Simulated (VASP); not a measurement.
# HfN (I-4m2) in VASP: a series of runs

The runs below take HfN through single point, with PBEsol.

Program: VASP 6.6.1. These are calculated values, not measurements. Logs are shortened: lines on timing, memory, paths and dates and some standing lists are left out, and cuts for length are marked.

## Step 1: The cell of the first run

Symmetry: I-4m2, No. 119, tetragonal system. The conventional cell has a = 3.298 Å, b = 3.298 Å, c = 5.155 Å, α = 90.00°, β = 90.00°, γ = 90.00°. Within 2.8 Å of Hf (site symmetry -4m2) lie 4 N at 2.09 Å. N (site symmetry -4m2) has 4 Hf at 2.09 Å within 2.8 Å.

## Step 2: Single point, PBEsol (strain -0.050 along x and y, +0.050 along z)

INCAR

```
  ALGO = Normal
  EDIFF = 1E-6
  ENCUT = 520
  GGA = PS
  ISIF = 2
  ISMEAR = 0
  LASPH = T
  LCHARG = F
  LREAL = F
  LWAVE = F
  NBANDS = 14
  NELM = 100
  PREC = Accurate
  SIGMA = 0.15
```

KPOINTS

```
k-points
0
Gamma
  16 16 16
```

POSCAR

```
HfN
1.0
    0.0000000000      2.3320809000      2.5775631000
    2.3320809000      0.0000000000      2.5775631000
    2.3320809000      2.3320809000      0.0000000000
Hf N
1 1
Direct
    0.0000000000      0.0000000000      0.0000000000
    0.7500000000      0.7500000000      0.7500000000
```

Potentials or basis: VASP PAW PBE potentials, release 64 (Hf_pv, N).

Started as:

```
$ cat potpaw_PBE.64/Hf_pv/POTCAR potpaw_PBE.64/N/POTCAR > POTCAR
$ mpirun -np 1 vasp_std > vasp.out
```

OUTCAR:

```text
EDIFF = 1E-6
   ENCUT = 520
   GGA = PS
   ISIF = 2
   ISMEAR = 0
   LASPH = T
   LREAL = F
   NELM = 100
   PREC = Accurate

 ion  position               nearest neighbor table
   1  0.000  0.000  0.000-   2 2.09   2 2.09   2 2.09   2 2.09
   2  0.750  0.750  0.750-   1 2.09   1 2.09   1 2.09   1 2.09

  LATTYP: Found a body centered tetragonal cell.
 ALAT       =     3.2980604373
 C/A-ratio  =     1.5630781479

  Lattice vectors:

 A1 = (  -2.3320809000,   0.0000000000,   2.5775631000)
 A2 = (   2.3320809000,   0.0000000000,   2.5775631000)
 A3 = (   0.0000000000,   2.3320809000,  -2.5775631000)

Analysis of symmetry for initial positions (statically):
=====================================================================
 Subroutine PRICEL returns:
 Original cell was already a primitive cell.

 Routine SETGRP: Setting up the symmetry group for a
 body centered tetragonal supercell.

 Subroutine GETGRP returns: Found  8 space group operations
 (whereof  8 operations were pure point group operations)
 out of a pool of 16 trial point group operations.

The static configuration has the point symmetry D_2d.

Analysis of symmetry for dynamics (positions and initial velocities):
=====================================================================
 Subroutine PRICEL returns:
 Original cell was already a primitive cell.

 Routine SETGRP: Setting up the symmetry group for a
 body centered tetragonal supercell.

 Subroutine GETGRP returns: Found  8 space group operations
 (whereof  8 operations were pure point group operations)
 out of a pool of 16 trial point group operations.

The dynamic configuration has the point symmetry D_2d.

 Subroutine INISYM returns: Found  8 space group operations
 (whereof  8 operations are pure point group operations),
 and found     1 'primitive' translations

----------------------------------------------------------------------------------------

                                     Primitive cell

  volume of cell :      28.0367

  direct lattice vectors                    reciprocal lattice vectors
     0.000000000  2.332080900  2.577563100    -0.214400795  0.214400795  0.193981672
     2.332080900  0.000000000  2.577563100     0.214400795 -0.214400795  0.193981672
     2.332080900  2.332080900  0.000000000     0.214400795  0.214400795 -0.193981672

  length of vectors
     3.475979410  3.475979410  3.298060437     0.359950401  0.359950401  0.359950401

  position of ions in fractional coordinates (direct lattice)
     0.000000000  0.000000000  0.000000000
     0.750000000  0.750000000  0.750000000

  ion indices of the primitive-cell ions
   primitive index   ion index
                 1           1
                 2           2

----------------------------------------------------------------------------------------

 KPOINTS: k-points

Automatic generation of k-mesh.
 Grid dimensions read from file:
 generate k-points for:   16   16   16

 Generating k-lattice:

  Cartesian coordinates                     Fractional coordinates (reciprocal lattice)
    -0.013400050  0.013400050  0.012123855     0.062500000 -0.000000000  0.000000000
     0.013400050 -0.013400050  0.012123855    -0.000000000  0.062500000  0.000000000
     0.013400050  0.013400050 -0.012123855     0.000000000  0.000000000  0.062500000

  Length of vectors
     0.022496900  0.022496900  0.022496900

  Shift w.r.t. Gamma in fractional coordinates (k-lattice)
     0.000000000  0.000000000  0.000000000

 Subroutine IBZKPT returns following result:
 ===========================================

 Found    349 irreducible k-points:

 Following reciprocal coordinates:
            Coordinates               Weight
  0.000000  0.000000  0.000000      1.000000
  0.062500  0.000000  0.000000      8.000000
  0.125000  0.000000  0.000000      8.000000
  0.187500  0.000000  0.000000      8.000000
  0.250000  0.000000  0.000000      8.000000
  0.312500  0.000000  0.000000      8.000000
[... 16 lines left out ...]
 -0.125000  0.062500  0.000000      8.000000
 -0.062500  0.062500  0.000000      4.000000
 [... further k-points ...]
   k-points           NKPTS =    349   k-points in BZ     NKDIM =    349   number of bands    NBANDS=     14
   number of dos      NEDOS =    301   number of ions     NIONS =      2
   total plane-waves  NPLWV =  21952
   dimension x,y,z NGX =    28 NGY =   28 NGZ =   28
   dimension x,y,z NGXF=    56 NGYF=   56 NGZF=   56
   ions per type =               1   1
   NGX,Y,Z   is equivalent  to a cutoff of  13.39, 13.39, 14.11 a.u.
   NGXF,Y,Z  is equivalent  to a cutoff of  26.78, 26.78, 28.23 a.u.
 SYSTEM =  unknown system
   PREC   = accura    normal or accurate (medium, high low for compatibility)
   ISTART =      0    job   : 0-new  1-cont  2-samecut
   ICHARG =      2    charge: 1-file 2-atom 10-const
   ISPIN  =      1    spin polarized calculation?
   LNONCOLLINEAR =      F non collinear calculations
   LSORBIT =      F    spin-orbit coupling
   LASPH  =      T    aspherical Exc in radial PAW
   ENCUT  =  520.0 eV  38.22 Ry    6.18 a.u.   6.46  6.46  6.13*2*pi/ulx,y,z
   NELM   =    100;   NELMIN=  2; NELMDL= -5     # of ELM steps
   EDIFF  = 0.1E-05   stopping-criterion for ELM
   LREAL  =      F    real-space projection
   EDIFFG = 0.1E-04   stopping-criterion for IOM
   NSW    =      0    number of steps for IOM
   IBRION =     -1    ionic relax: 0-MD 1-quasi-New 2-CG
   NFREE  =      0    steps in history (QN), initial steepest desc. (CG)
   ISIF   =      2    stress and relaxation
   ISYM   =      2    0-nonsym 1-usesym 2-fastsym
   POTIM  = 0.5000    time-step for ionic-motion
   TEBEG  =    0.0;   TEEND  =   0.0 temperature during run
   PSTRESS=    0.0 pullay stress
   NELECT =      15.0000    total number of electrons
   NUPDOWN=      -1.0000    fix difference up-down
   EMIN   =  10.00;   EMAX   =-10.00  energy-range for DOS
   EFERMI =   0.00;   METHOD = LEGACY
   ISMEAR =     0;   SIGMA  =   0.15  broadening in eV -4-tet -1-fermi 0-gaus
   EFERMI_NEDOS =   21; number of points for ismear=-14 and -15
   IALGO  =     38    algorithm
   IMIX   =      4    mixing-type and parameters
     AMIX     =   0.40;   BMIX     =  1.00
     AMIX_MAG =   1.60;   BMIX_MAG =  1.00
  volume/ion in A,a.u.               =      14.02        94.60
  Fermi-wavevector in a.u.,A,eV,Ry     =   1.329015  2.511473 24.031695  1.766280
  Thomas-Fermi vector in A             =   2.458209
   LORBIT       =      0    0 simple, 1 ext, 2 COOP (PROOUT), +10 PAW based schemes
   GGA     = PS    functional components
   LHFCALC =     F    Hartree Fock is set to
   AEXX    =    0.0000 exact exchange contribution
   IVDW    =     0    specifies the selected vdW correction
   LEPSILON=     F    determine dielectric tensor
   LRPA    =     F    only Hartree local field effects (RPA)
 non-spin polarized calculation
 Gauss-broadening in eV      SIGMA  =   0.15
  energy-cutoff  :      520.00
  volume of cell :       28.04
 maximum number of plane-waves:       772
 NGX is ok and might be reduce to    28
   NGX = 13   NGY = 13   NGZ = 13

 number of electron      15.0000001 magnetization

 Free energy of the ion-electron system (eV)
  ---------------------------------------------------
  ext. energy  EPLUGINS =         0.00000000
  ---------------------------------------------------
  free energy    TOTEN  =       -22.16473126 eV

  energy without entropy =      -22.15617734  energy(sigma->0) =      -22.16045430

 E-fermi :   6.0472     XC(G=0): -11.6613

 val. band max:        6.0457795695   @ k =   0.1250   0.0000   0.0625
 cond. band min:       6.0563133830   @ k =  -0.3750   0.2500   0.0000
 fundamental gap:      0.0105338136
 Fermi energy:         6.0471707480

 k-point     1 :       0.0000    0.0000    0.0000
  band No.  band energies     occupation
      1     -24.8583      2.00000
      2     -24.8506      2.00000
      3     -24.8506      2.00000
      4     -10.3294      2.00000
      5       0.1943      2.00000
      6       0.5073      2.00000
      7       0.5073      2.00000
      8       5.3263      2.00000
      9       7.7309      0.00000
     10       9.0295      0.00000
     11      11.7268      0.00000
     12      13.4872      0.00000
     13      13.4872      0.00000
     14      18.5659      0.00000

 k-point     2 :       0.0625    0.0000    0.0000
  band No.  band energies     occupation
      1     -24.8775      2.00000
      2     -24.8596      2.00000
      3     -24.8523      2.00000
      4     -10.2752      2.00000
      5       0.1736      2.00000
      6       0.4563      2.00000
      7       0.5420      2.00000
      8       5.5382      2.00000
      9       7.6978      0.00000
     10       8.9233      0.00000
     11      11.8071      0.00000
     12      13.4163      0.00000
     13      13.5828      0.00000
     14      18.5583      0.00000

 k-point     3 :       0.1250    0.0000    0.0000
  band No.  band energies     occupation
      1     -24.9448      2.00000
      2     -24.8717      2.00000
      3     -24.8571      2.00000
      4     -10.1232      2.00000
      5       0.0342      2.00000
      6       0.4463      2.00000
      7       0.6398      2.00000
      8       6.0671      0.85088
      9       7.6628      0.00000
     10       8.6744      0.00000
     11      11.9251      0.00000
     12      13.3086      0.00000
     13      13.7611      0.00000
     14      17.7265      0.00000

 k-point     4 :       0.1875    0.0000    0.0000
  band No.  band energies     occupation
      1     -25.0442      2.00000
      2     -24.8890      2.00000
      3     -24.8644      2.00000
      4      -9.9033      2.00000
      5      -0.1594      2.00000
      6       0.5254      2.00000
      7       0.7824      2.00000
      8       6.6594      0.00000
      9       7.7763      0.00000
     10       8.4175      0.00000
     11      11.8665      0.00000
     12      13.3210      0.00000
     13      13.8041      0.00000
     14      16.3361      0.00000

 k-point     5 :       0.2500    0.0000    0.0000
  band No.  band energies     occupation
      1     -25.1585      2.00000
      2     -24.9093      2.00000
      3     -24.8729      2.00000
      4      -9.6574      2.00000
      5      -0.2658      2.00000
      6       0.6201      2.00000
      7       0.9425      2.00000
      8       7.0920      0.00000
      9       8.1004      0.00000
     10       8.2607      0.00000
     11      11.6416      0.00000
[... 276 lines left out ...]
 k-point    22 :      -0.1875    0.0625    0.0000
  band No.  band energies     occupation
      1     -25.1062      2.00000
      2     -24.9067      2.00000
      3     -24.8616      2.00000
      4      -9.7818      2.00000
      5      -0.3062      2.00000
      6       0.6195      2.00000
      7       0.8346      2.00000
      8       6.9997      0.00000
      9       7.9982      0.00000
     10       8.3379      0.00000
     11      11.9028      0.00000
     12      13.0089      0.00000
     13      13.9759      0.00000
     14      15.7365      0.00000

 k-point    23 :      -0.1250    0.0625    0.0000
  band No.  band energies     occupation
      1     -25.0014      2.00000
      2     -24.8861      2.00000
      3     -24.8552      2.00000
      4     -10.0103      2.00000
      5      -0.1130      2.00000
      6       0.4947      2.00000
      7       0.6890      2.00000
      8       6.4371      0.00024
      9       8.0759      0.00000
     10       8.2667      0.00000
     11      11.9756      0.00000
     12      13.0294      0.00000
     13      13.9997      0.00000
     14      17.0811      0.00000

 k-point    24 :      -0.0625    0.0625    0.0000
  band No.  band energies     occupation
      1     -24.9197      2.00000
      2     -24.8704      2.00000
      3     -24.8519      2.00000
      4     -10.1861      2.00000
      5       0.1330      2.00000
      6       0.3823      2.00000
      7       0.5848      2.00000
      8       5.8775      1.89029
      9       7.8978      0.00000
     10       8.6128      0.00000
     11      11.8647      0.00000
     12      13.2148      0.00000
     13      13.8134      0.00000
     14      18.3313      0.00000

 [... further k-points ...]

------------------------ aborting loop because EDIFF is reached ----------------------------------------

  FORCE on cell =-STRESS in cart. coord.  units (eV):
  Direction    XX          YY          ZZ          XY          YZ          ZX
  --------------------------------------------------------------------------------------
  -------------------------------------------------------------------------------------
  Total        1.7796906      1.7796906     -1.1631045      0.0000000      0.0000000      0.0000000
  in kB      101.7017799    101.7017799    -66.4664982      0.0000000      0.0000000      0.0000000
  external PRESSURE =      45.6456872 kB  Pullay stress =       0.0000000 kB

 VOLUME and BASIS-vectors are now :
 -----------------------------------------------------------------------------
  energy-cutoff  :      520.00
  volume of cell :       28.04
      direct lattice vectors                 reciprocal lattice vectors
     0.000000000  2.332080900  2.577563100    -0.214400795  0.214400795  0.193981672
     2.332080900  0.000000000  2.577563100     0.214400795 -0.214400795  0.193981672
     2.332080900  2.332080900  0.000000000     0.214400795  0.214400795 -0.193981672

 POSITION                                       TOTAL-FORCE (eV/Angst)
 -----------------------------------------------------------------------------------
      0.00000      0.00000      0.00000        -0.000000     -0.000000     -0.000000
      3.49812      3.49812      3.86634         0.000000      0.000000      0.000000
 -----------------------------------------------------------------------------------
    total drift:                               -0.000000     -0.000000     -0.000000

  FREE ENERGIE OF THE ION-ELECTRON SYSTEM (eV)
  ---------------------------------------------------
  free  energy   TOTEN  =       -22.1647312639 eV

  energy  without entropy=      -22.1561773411  energy(sigma->0) =      -22.16045430
```

It took 54 s on 1 thread of Intel Xeon 6975P-C (Granite Rapids), shared host; peak memory 0.27 GiB.

What came out:

| Item | Value |
| --- | --- |
| Free energy | -22.1647 eV |
| Pressure | 4.6 GPa |

Stress tensor (GPa, compression positive):
```
10.17  0.00  0.00
 0.00 10.17  0.00
 0.00  0.00 -6.65
```

Caveat: the cell differs from its parent crystal (strain -0.050 along x and y, +0.050 along z); the PAW data sets were made with another functional, which shifts forces and pressure a little; spin-orbit coupling is left out, which moves the levels of the heavy elements.

## Step 3: Single point, PBEsol (strain +0.025 along x and y, -0.025 along z)

INCAR

```
SYSTEM = HfN
PREC = Accurate ; ENCUT = 520
EDIFF = 1E-7 ; ISMEAR = 0
SIGMA = 0.15 ; LREAL = .FALSE.
LASPH = .TRUE. ; NELM = 60
ALGO = Normal ; ISIF = 2
LWAVE = .FALSE. ; LCHARG = .FALSE.
GGA = PS ; NBANDS = 14
```

KPOINTS

```
Automatic mesh
0
G
  16 16 16
  0 0 0
```

POSCAR

```
HfN
1.0
    0.0000000000      2.5161925500      2.3934514500
    2.5161925500      0.0000000000      2.3934514500
    2.5161925500      2.5161925500      0.0000000000
Hf N
1 1
Direct
    0.0000000000      0.0000000000      0.0000000000
    0.7500000000      0.7500000000      0.7500000000
```

Potentials or basis: VASP PAW PBE potentials, release 64 (Hf_pv, N).

Started as:

```
$ cat potpaw_PBE.64/Hf_pv/POTCAR potpaw_PBE.64/N/POTCAR > POTCAR
$ mpirun -np 1 vasp_std > vasp.out
```

Wall time 60 s (1 thread of Intel Xeon 6975P-C (Granite Rapids), shared host); peak memory 0.28 GiB.

Results (log left out):

- Free energy: -22.1974 eV
- Pressure: -10.2 GPa

Stress tensor (GPa, compression positive):
```
-12.56   0.00   0.00
  0.00 -12.56   0.00
  0.00   0.00  -5.59
```

Levels at points of the mesh, in eV from the Fermi level:
```tsv
k point	band 5	band 6	band 7	band 8	band 9	band 10	band 11	band 12
(0.00, 0.00, 0.00)	-5.37	-5.37	-5.24	-0.80	1.83	2.44	6.15	6.15
(0.50, 0.00, 0.00)	-5.68	-4.89	-4.65	1.47	2.62	2.64	4.00	5.09
(0.50, 0.50, 0.00)	-6.71	-3.66	-3.66	-0.92	2.12	3.86	4.50	4.50
(0.50, 0.00, 0.50)	-6.84	-3.61	-3.45	-1.23	1.94	3.95	4.47	4.54
```

Caveat: the cell differs from its parent crystal (strain +0.025 along x and y, -0.025 along z); the PAW data sets were made with another functional, which shifts forces and pressure a little; spin-orbit coupling is left out, which moves the levels of the heavy elements.
